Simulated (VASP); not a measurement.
Write the native input for VASP 6.6.1 that does the following.

| Item | Value |
| --- | --- |
| Task | single point |
| Functional | r2SCAN |
| Potentials or basis | VASP PAW PBE potentials, release 64 (Ni) |
| Cutoff | 520 eV |
| k mesh | 14 × 14 × 7 |
| Occupations | fermi-dirac, width 0.1 eV |
| Spin | collinear spin |
| Starting moments | [0.0, 2.0] μB |
| Dipole correction | no |
| Further INCAR settings | ALGO = Normal; EDIFF = 1e-07; NBANDS = 21 |

The system is Ni.

```
CELL_PARAMETERS angstrom
0.00000 1.76910 1.76910
1.76910 0.00000 1.76910
3.53820 3.53820 0.00000
ATOMIC_POSITIONS crystal
Ni 0.00000 0.00000 0.00000
Ni 0.00000 0.00000 0.50000
```

These files were run (other wordings do the same):

POSCAR

```
Ni
1.0
    0.0000000000      1.7691000000      1.7691000000
    1.7691000000      0.0000000000      1.7691000000
    3.5382000000      3.5382000000      0.0000000000
Ni
2
Direct
    0.0000000000      0.0000000000      0.0000000000
    0.0000000000      0.0000000000      0.5000000000
```

INCAR.step1

```
SYSTEM = Ni
PREC = Accurate
ENCUT = 520
ISMEAR = -1
SIGMA = 0.1
LREAL = .FALSE.
LASPH = .TRUE.
NELM = 150
ISPIN = 2
MAGMOM = 0 2
LMAXMIX = 4
NBANDS = 21
GGA = PE
ALGO = Normal
EDIFF = 1E-4
LWAVE = .TRUE.
LCHARG = .FALSE.
```

INCAR.step2

```
SYSTEM = Ni
PREC = Accurate
ENCUT = 520
EDIFF = 1E-7
ISMEAR = -1
SIGMA = 0.1
LREAL = .FALSE.
LASPH = .TRUE.
NELM = 150
ALGO = Normal
ISIF = 2
LWAVE = .FALSE.
LCHARG = .FALSE.
ISPIN = 2
MAGMOM = 0 2
LORBIT = 11
LMAXMIX = 4
METAGGA = R2SCAN
LMIXTAU = .TRUE.
NBANDS = 21
ISTART = 1
```

KPOINTS

```
regular mesh
0
G
  14 14 7
  0 0 0
```

Potentials or basis: VASP PAW PBE potentials, release 64 (Ni).

Run with:

```sh
$ cat potpaw_PBE.64/Ni/POTCAR > POTCAR
$ cp INCAR.step1 INCAR
$ mpirun -np 1 vasp_std > vasp.out
$ cp INCAR.step2 INCAR
$ mpirun -np 1 vasp_std > vasp.out
```

Results of the run:

The pressure is -9.2 GPa, the net moment is 1.49 μB per cell and the site moments are Ni +0.77 μB. The valence electrons inside the program's atomic spheres are Ni 9.31.

Caveat: the cell stands under tension; the PAW data sets were made with another functional, which shifts forces and pressure a little.

Run time: 19 min on 1 thread of Intel Xeon 8259CL (shared host), peak memory 0.23 GiB.
